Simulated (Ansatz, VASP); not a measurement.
## ScF3 in VASP and in Ansatz

Contents of INCAR:

```
SYSTEM = ScF3
  ALGO = Normal
  EDIFF = 1E-7
  ENCUT = 520
  GGA = CA
  ISIF = 2
  ISMEAR = 0
  LASPH = .TRUE.
  LCHARG = .TRUE.
  LELF = .TRUE.
  LREAL = .FALSE.
  LVHAR = .TRUE.
  LWAVE = .FALSE.
  NBANDS = 24
  NELM = 80
  PREC = Accurate
  SIGMA = 0.05
```

The input KPOINTS:

```
k-points
0
G
  6 6 6
  0 0 0
```

File POSCAR:

```
ScF3
1.0
    4.1229807781     -0.6343047351     -0.6343047351
   -0.6343047351      4.1229807781     -0.6343047351
   -0.6343047351     -0.6343047351      4.1229807781
Sc F
1 3
Direct
    0.0000000000      0.0000000000      0.0000000000
    0.5000000000      0.0000000000      0.0000000000
    0.0000000000      0.5000000000      0.0000000000
    0.0000000000      0.0000000000      0.5000000000
```

Input for Ansatz:

```yaml
crystal:
  lattice:
    - [4.1229807781, -0.6343047351, -0.6343047351]
    - [-0.6343047351, 4.1229807781, -0.6343047351]
    - [-0.6343047351, -0.6343047351, 4.1229807781]
  atoms:
    - { symbol: Sc, position: [0.0, 0.0, 0.0] }
    - { symbol: F, position: [0.5, 0.0, 0.0] }
    - { symbol: F, position: [0.0, 0.5, 0.0] }
    - { symbol: F, position: [0.0, 0.0, 0.5] }
basis:
  ecutwfc: 420
kpoints:
  mp_grid: { grid: [6, 6, 6] }
hamiltonian:
  xc: lda
scf:
  occupations: { method: gaussian, width: 0.05 }
output:
  forces: true
  stress: true
  eigenvalues: true
```

Alike in both runs: task single point; functional LDA; k mesh 6 × 6 × 6; occupations gaussian, width 0.05 eV; no spin polarisation.

|  | VASP | Ansatz |
| --- | --- | --- |
| version | VASP 6.6.1 | Ansatz 0.2.0 |
| potentials or method | VASP PAW LDA potentials, release 64 (Sc_sv, F), cutoff 520 eV | scalar-relativistic, plane waves, PAW |
| valence electrons in the cell | 32 | 32 |

```csv
,VASP,Ansatz,Ansatz less VASP
gap on the k mesh at the Fermi level (eV),3.90,3.93,+0.032
least direct gap on the mesh (eV),3.97,4.00,+0.032
pressure (GPa),-11.5,-11.9,-0.35
"traceless stress, the component that is largest in VASP (GPa)",6.47,6.63,+0.167
```

LDA's correlation is that of Perdew and Zunger in VASP and of Perdew and Wang (1992) in Ansatz.
